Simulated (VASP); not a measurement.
Write the native input for VASP 6.6.1 that does the following.

| Item | Value |
| --- | --- |
| Task | single point |
| Functional | PBE |
| Potentials or basis | VASP PAW PBE potentials, release 64 (Zr_sv, Ag, O) |
| Cutoff | 520 eV |
| k mesh | 12 × 12 × 12 |
| Occupations | gaussian, width 0.1 eV |
| Spin | no spin polarisation |
| Dipole correction | no |
| Further INCAR settings | ALGO = Normal; EDIFF = 1e-06; NBANDS = 38 |

The structure of Zr2AgO4 lies in POSCAR:

```
Zr2AgO4
1.0
   -2.0940529146      2.0940529146      5.9258153228
    2.0940529146     -2.0940529146      5.9258153228
    2.0940529146      2.0940529146     -5.9258153228
Zr Ag O
2 1 4
Direct
    0.3729872685      0.3729872685      0.0000000000
    0.6270127315      0.6270127315      0.0000000000
    0.0000000000      0.0000000000      0.0000000000
    0.7803361746      0.7803361746      0.0000000000
    0.0000000000      0.5000000000      0.5000000000
    0.5000000000      0.0000000000      0.5000000000
    0.2196638254      0.2196638254      0.0000000000
```

The input as run:

INCAR

```
SYSTEM = Zr2AgO4
PREC = Accurate
ENCUT = 520
EDIFF = 1E-6
ISMEAR = 0
SIGMA = 0.1
LREAL = .FALSE.
LASPH = .TRUE.
NELM = 80
ALGO = Normal
ISIF = 2
LWAVE = .FALSE.
LCHARG = .TRUE.
GGA = PE
LELF = .TRUE.
LVHAR = .TRUE.
NBANDS = 38
```

KPOINTS

```
regular mesh
0
G
  12 12 12
  0 0 0
```

Potentials or basis: VASP PAW PBE potentials, release 64 (Zr_sv, Ag, O).

Launch:

```bash
$ cat potpaw_PBE.64/Zr_sv/POTCAR potpaw_PBE.64/Ag/POTCAR potpaw_PBE.64/O/POTCAR > POTCAR
$ mpirun -np 1 vasp_std > vasp.out
```

It gave:

| Item | Value |
| --- | --- |
| Pressure | 0.2 GPa |
| Largest force | 0.209 eV/Å |
| Band gap on the k mesh | zero (an odd number of electrons rules out a gap without spin polarisation) |

Caveat: an odd number of electrons without spin polarisation forces a metal; a magnetic or distorted state may lie lower.

Wall time 27 min on 1 thread of Intel(R) Xeon(R) Platinum 8259CL CPU @ 2.50GHz (Skylake/Cascade Lake), on a shared host, peak memory 0.76 GiB.
